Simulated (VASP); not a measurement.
# TePb in VASP: further runs

TePb is run at these levels: PBE, LDA, PBEsol; tasks: single point.

Everything below comes from runs of VASP 6.6.1. Logs are shortened: lines on timing, memory, paths and dates and some standing lists are left out, and cuts for length are marked.

## Step 1: The cell of the first run

Symmetry: Fm-3m, No. 225, cubic system. The conventional cell has a = 6.462 Å, b = 6.462 Å, c = 6.462 Å, α = 90.00°, β = 90.00°, γ = 90.00°. Within 4.3 Å of Pb (site symmetry m-3m) lie 6 Te at 3.23 Å. Te (site symmetry m-3m) has 6 Pb at 3.23 Å within 4.3 Å.

## Step 2: Single point, PBE

INCAR reads:

```
PREC = Accurate
ENCUT = 520
EDIFF = 1E-6
ISMEAR = 0
SIGMA = 0.027000000000000003
LREAL = F
LASPH = T
NELM = 100
ALGO = Normal
ISIF = 2
LWAVE = F
LCHARG = F
GGA = PE
NBANDS = 17
```

KPOINTS reads:

```
Automatic mesh
0
Gamma
  7 7 7
```

POSCAR reads:

```
TePb
1.0
    0.0000000000      3.2310000000      3.2310000000
    3.2310000000      0.0000000000      3.2310000000
    3.2310000000      3.2310000000      0.0000000000
Pb Te
1 1
Direct
    0.0000000000      0.0000000000      0.0000000000
    0.5000000000      0.5000000000      0.5000000000
```

Potentials or basis: VASP PAW PBE potentials, release 64 (Pb_d, Te).

The run is started by

```
$ cat potpaw_PBE.64/Pb_d/POTCAR potpaw_PBE.64/Te/POTCAR > POTCAR
$ mpirun -np 1 vasp_std > vasp.out
```

OUTCAR:

```text
PREC = Accurate
   ENCUT = 520
   EDIFF = 1E-6
   ISMEAR = 0
   LREAL = F
   LASPH = T
   NELM = 100
   ISIF = 2
   GGA = PE

 ion  position               nearest neighbor table
   1  0.000  0.000  0.000-   2 3.23   2 3.23   2 3.23   2 3.23   2 3.23   2 3.23
   2  0.500  0.500  0.500-   1 3.23   1 3.23   1 3.23   1 3.23   1 3.23   1 3.23

  LATTYP: Found a face centered cubic cell.
 ALAT       =     6.4620000000

  Lattice vectors:

 A1 = (   0.0000000000,   3.2310000000,   3.2310000000)
 A2 = (   3.2310000000,   0.0000000000,   3.2310000000)
 A3 = (   3.2310000000,   3.2310000000,   0.0000000000)

Analysis of symmetry for initial positions (statically):
=====================================================================
 Subroutine PRICEL returns:
 Original cell was already a primitive cell.

 Routine SETGRP: Setting up the symmetry group for a
 face centered cubic supercell.

 Subroutine GETGRP returns: Found 48 space group operations
[... 9 lines left out ...]

 Routine SETGRP: Setting up the symmetry group for a
 face centered cubic supercell.

 Subroutine GETGRP returns: Found 48 space group operations
[... 11 lines left out ...]
                                     Primitive cell

  volume of cell :      67.4592

  direct lattice vectors                    reciprocal lattice vectors
     0.000000000  3.231000000  3.231000000    -0.154750851  0.154750851  0.154750851
     3.231000000  0.000000000  3.231000000     0.154750851 -0.154750851  0.154750851
     3.231000000  3.231000000  0.000000000     0.154750851  0.154750851 -0.154750851

  length of vectors
     4.569324020  4.569324020  4.569324020     0.268036337  0.268036337  0.268036337

  position of ions in fractional coordinates (direct lattice)
     0.000000000  0.000000000  0.000000000
     0.500000000  0.500000000  0.500000000

  ion indices of the primitive-cell ions
   primitive index   ion index
                 1           1
                 2           2

----------------------------------------------------------------------------------------

 KPOINTS: Automatic mesh

Automatic generation of k-mesh.
 Grid dimensions read from file:
 generate k-points for:    7    7    7

 Generating k-lattice:

  Cartesian coordinates                     Fractional coordinates (reciprocal lattice)
    -0.022107264  0.022107264  0.022107264     0.142857143  0.000000000  0.000000000
[... 49 lines left out ...]
   LNONCOLLINEAR =      F non collinear calculations
   LSORBIT =      F    spin-orbit coupling
   LASPH  =      T    aspherical Exc in radial PAW
   ENCUT  =  520.0 eV  38.22 Ry    6.18 a.u.   8.50  8.50  8.50*2*pi/ulx,y,z
   NELM   =    100;   NELMIN=  2; NELMDL= -5     # of ELM steps
   EDIFF  = 0.1E-05   stopping-criterion for ELM
   LREAL  =      F    real-space projection
   EDIFFG = 0.1E-04   stopping-criterion for IOM
   NSW    =      0    number of steps for IOM
   IBRION =     -1    ionic relax: 0-MD 1-quasi-New 2-CG
   NFREE  =      0    steps in history (QN), initial steepest desc. (CG)
   ISIF   =      2    stress and relaxation
   ISYM   =      2    0-nonsym 1-usesym 2-fastsym
   POTIM  = 0.5000    time-step for ionic-motion
   TEBEG  =    0.0;   TEEND  =   0.0 temperature during run
   PSTRESS=    0.0 pullay stress
   NELECT =      20.0000    total number of electrons
   NUPDOWN=      -1.0000    fix difference up-down
   EMIN   =  10.00;   EMAX   =-10.00  energy-range for DOS
   EFERMI =   0.00;   METHOD = LEGACY
   ISMEAR =     0;   SIGMA  =   0.03  broadening in eV -4-tet -1-fermi 0-gaus
   EFERMI_NEDOS =   21; number of points for ismear=-14 and -15
   IALGO  =     38    algorithm
   IMIX   =      4    mixing-type and parameters
     AMIX     =   0.40;   BMIX     =  1.00
     AMIX_MAG =   1.60;   BMIX_MAG =  1.00
  volume/ion in A,a.u.               =      33.73       227.62
  Fermi-wavevector in a.u.,A,eV,Ry     =   1.091619  2.062861 16.213147  1.191633
  Thomas-Fermi vector in A             =   2.227868
   LORBIT       =      0    0 simple, 1 ext, 2 COOP (PROOUT), +10 PAW based schemes
   GGA     = PE    functional components
   LHFCALC =     F    Hartree Fock is set to
   AEXX    =    0.0000 exact exchange contribution
   IVDW    =     0    specifies the selected vdW correction
   LEPSILON=     F    determine dielectric tensor
   LRPA    =     F    only Hartree local field effects (RPA)
 non-spin polarized calculation
 Gauss-broadening in eV      SIGMA  =   0.03
  energy-cutoff  :      520.00
  volume of cell :       67.46
 maximum number of plane-waves:      1837
 NGX is ok and might be reduce to    36
   NGX = 17   NGY = 17   NGZ = 17

 number of electron      20.0000003 magnetization

 Free energy of the ion-electron system (eV)
  ---------------------------------------------------
  ext. energy  EPLUGINS =         0.00000000
  ---------------------------------------------------
  free energy    TOTEN  =        -7.50259078 eV

  energy without entropy =       -7.50259078  energy(sigma->0) =       -7.50259078

 E-fermi :   5.6764     XC(G=0):  -9.3008

 val. band max:        5.5201950545   @ k =   0.4286   0.0000   0.0000
 cond. band min:       6.5315504006   @ k =   0.4286   0.0000   0.0000
 fundamental gap:      1.0113553461
 Fermi energy:         5.6763801542

 k-point     1 :       0.0000    0.0000    0.0000
  band No.  band energies     occupation
      1     -11.0950      2.00000
      2     -11.0950      2.00000
      3     -11.0858      2.00000
      4     -11.0858      2.00000
      5     -11.0858      2.00000
      6      -6.3955      2.00000
[... 377 lines left out ...]
      4     -11.0742      2.00000
      5     -11.0613      2.00000
      6      -4.5919      2.00000
[... 9 lines left out ...]
     16      15.9317      0.00000
     17      16.4024      0.00000

------------------------ aborting loop because EDIFF is reached ----------------------------------------

  FORCE on cell =-STRESS in cart. coord.  units (eV):
  Direction    XX          YY          ZZ          XY          YZ          ZX
  --------------------------------------------------------------------------------------
  -------------------------------------------------------------------------------------
  Total        0.8636199      0.8636199      0.8636199     -0.0000000      0.0000000     -0.0000000
  in kB       20.5112596     20.5112596     20.5112596     -0.0000000      0.0000000     -0.0000000
  external PRESSURE =      20.5112596 kB  Pullay stress =       0.0000000 kB

 VOLUME and BASIS-vectors are now :
 -----------------------------------------------------------------------------
  energy-cutoff  :      520.00
  volume of cell :       67.46
      direct lattice vectors                 reciprocal lattice vectors
     0.000000000  3.231000000  3.231000000    -0.154750851  0.154750851  0.154750851
     3.231000000  0.000000000  3.231000000     0.154750851 -0.154750851  0.154750851
     3.231000000  3.231000000  0.000000000     0.154750851  0.154750851 -0.154750851

 POSITION                                       TOTAL-FORCE (eV/Angst)
 -----------------------------------------------------------------------------------
      0.00000      0.00000      0.00000         0.000000      0.000000      0.000000
      3.23100      3.23100      3.23100        -0.000000     -0.000000     -0.000000
 -----------------------------------------------------------------------------------
    total drift:                               -0.000000      0.000000      0.000000

  FREE ENERGIE OF THE ION-ELECTRON SYSTEM (eV)
  ---------------------------------------------------
  free  energy   TOTEN  =        -7.5025907827 eV

  energy  without entropy=       -7.5025907827  energy(sigma->0) =       -7.50259078
```

OSZICAR:

```text
N       E                     dE             d eps       ncg     rms          rms(c)
DAV:   1     0.148753441581E+03    0.14875E+03   -0.90739E+03   680   0.113E+03
DAV:   2     0.291867307656E+01   -0.14583E+03   -0.14164E+03   707   0.293E+02
DAV:   3    -0.733242470261E+01   -0.10251E+02   -0.10191E+02   875   0.832E+01
DAV:   4    -0.761080186751E+01   -0.27838E+00   -0.27819E+00   846   0.152E+01
DAV:   5    -0.762323338395E+01   -0.12432E-01   -0.12431E-01   961   0.284E+00    0.334E+00
DAV:   6    -0.750398951060E+01    0.11924E+00   -0.26213E-01   983   0.359E+00    0.207E+00
DAV:   7    -0.750079265662E+01    0.31969E-02   -0.82031E-02   818   0.138E+00    0.912E-01
DAV:   8    -0.750263299072E+01   -0.18403E-02   -0.93081E-03   824   0.970E-01    0.150E-01
DAV:   9    -0.750256298144E+01    0.70009E-04   -0.12406E-03  1035   0.371E-01    0.642E-02
DAV:  10    -0.750258460575E+01   -0.21624E-04   -0.15864E-04   838   0.979E-02    0.212E-02
DAV:  11    -0.750259101401E+01   -0.64083E-05   -0.46197E-05   884   0.548E-02    0.200E-02
DAV:  12    -0.750259078269E+01    0.23132E-06   -0.28751E-06   757   0.997E-03
   1 F= -.75025908E+01 E0= -.75025908E+01  d E =-.104287E-17
```

Run time: 51 s. Hardware: 1 thread of AMD EPYC 7R13, shared host; peak memory 0.18 GiB.

Results:

```
Free energy : -7.5026 eV
Pressure    : 2.1 GPa
```

Levels at points of the mesh, in eV from the Fermi level:
| k point | band 7 | band 8 | band 9 | band 10 | band 11 | band 12 | band 13 | band 14 |
| --- | --- | --- | --- | --- | --- | --- | --- | --- |
| (0.00, 0.00, 0.00) | -5.65 | -1.40 | -1.40 | -1.40 | 4.03 | 4.03 | 4.03 | 5.74 |

Caveat: this odd mesh misses L, where the gap lies, so gap, dielectric constants and Born charges aren't listed; spin-orbit coupling is left out, which moves the levels of the heavy elements.

## Step 3: Single point, PBE

INCAR reads:

```
SYSTEM = TePb
  PREC = Accurate
  ENCUT = 520
  EDIFF = 1E-6
  ISMEAR = 0
  SIGMA = 0.023
  LREAL = .FALSE.
  LASPH = .TRUE.
  NELM = 80
  ALGO = Normal
  ISIF = 2
  LWAVE = .FALSE.
  LCHARG = .TRUE.
  GGA = PE
  LELF = .TRUE.
  LVHAR = .TRUE.
  NBANDS = 17
```

KPOINTS reads:

```
Automatic mesh
0
G
  7 7 7
  0 0 0
```

POSCAR is that of step 2.

Potentials or basis: VASP PAW PBE potentials, release 64 (Pb_d, Te).

The run is started by

```
$ cat potpaw_PBE.64/Pb_d/POTCAR potpaw_PBE.64/Te/POTCAR > POTCAR
$ mpirun -np 1 vasp_std > vasp.out
```

Wall time 56 s (1 thread of AMD EPYC 7R13, shared host); peak memory 0.18 GiB.

Results (log left out):

* Free energy: -7.5026 eV
* Pressure: 2.1 GPa

Levels at points of the mesh, in eV from the Fermi level:
```tsv
k point	band 8	band 9	band 10	band 11	band 12	band 13
(0.00, 0.00, 0.00)	-1.40	-1.40	-1.40	4.03	4.03	4.03
```

Caveat: this odd mesh misses L, where the gap lies, so gap, dielectric constants and Born charges aren't listed; spin-orbit coupling is left out, which moves the levels of the heavy elements.

## Step 4: Single point, LDA, non-collinear spin, zero start, spin-orbit coupling

INCAR reads:

```
PREC     = Accurate       # precision mode
ENCUT    = 520            # plane-wave cutoff, eV
EDIFF    = 1E-6           # SCF threshold, eV
ISMEAR   = -1             # smearing method
SIGMA    = 0.05           # smearing width, eV
LREAL    = F              # projectors in reciprocal space
LASPH    = T              # aspherical terms in the spheres
NELM     = 150            # most SCF steps
ALGO     = Normal         # electronic algorithm
ISIF     = 2              # what is computed and relaxed
LWAVE    = F              # write WAVECAR
LCHARG   = T              # write CHGCAR
MAGMOM   = 0 0 0 0 0 0    # initial moments
LORBIT   = 11             # projections on sites
LSORBIT  = T              # spin-orbit coupling
GGA_COMPAT= F            
LORBMOM  = T            
LVHAR    = T            
NBANDS   = 32             # bands
```

KPOINTS reads:

```
Automatic mesh
0
Gamma
  5 5 5
```

POSCAR is that of step 3.

Potentials or basis: VASP PAW LDA potentials, release 64 (Pb_d, Te).

The run is started by

```
$ cat potpaw_LDA.64/Pb_d/POTCAR potpaw_LDA.64/Te/POTCAR > POTCAR
$ mpirun -np 1 vasp_ncl > vasp.out
```

Run time: 2 min. Hardware: 1 thread of AMD EPYC 7R13, shared host; peak memory 0.27 GiB.

The run converged. Its results:

```yaml
Free_energy: -9.3070 eV
Pressure: -1.8 GPa
Net_moment: 0.00 μB per cell
Valence_electrons_inside_the_program's_atomic_spheres: Pb 11.90; Te 3.39
```

Moments on the atoms (μB; x, y, z):
```
Pb  0.00 0.00 0.00
Te  0.00 0.00 0.00
```

Caveat: this odd mesh misses L, where the gap lies, so gap, dielectric constants and Born charges aren't listed.

(Continued in part 2 of 2.)
